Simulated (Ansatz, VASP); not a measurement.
# Two plane-wave programs on Li2O

```
CELL_PARAMETERS angstrom
0.00000 2.24022 2.24022
2.24022 0.00000 2.24022
2.24022 2.24022 0.00000
ATOMIC_POSITIONS crystal
Li 0.25000 0.25000 0.25000
Li 0.75000 0.75000 0.75000
O 0.00000 0.00000 0.00000
```

Change from the starting cell: strain -0.030 along x and y, -0.030 along z, atoms carried along.

Alike in both runs: task single point; functional PBE; k mesh 8 × 8 × 8; occupations gaussian, width 0.05 eV; no spin polarisation.

|  | VASP | Ansatz |
| --- | --- | --- |
| version | VASP 6.6.1 | Ansatz 0.2.0 |
| potentials or method | VASP PAW PBE potentials, release 64 (Li_sv, O), cutoff 750 eV | scalar-relativistic, plane waves, PAW |
| valence electrons in the cell | 12 | 12 |

Ansatz gave:

* gap on the k mesh at the Fermi level (eV): 5.17
* least direct gap on the mesh (eV): 5.97
* pressure (GPa): 9.2

**Question.** Which values does VASP return?

**Answer.** gap on the k mesh at the Fermi level (eV): 5.15; least direct gap on the mesh (eV): 5.97; pressure (GPa): 9.0.

With one functional, cell and mesh, what is left measures potentials, basis and numerics.
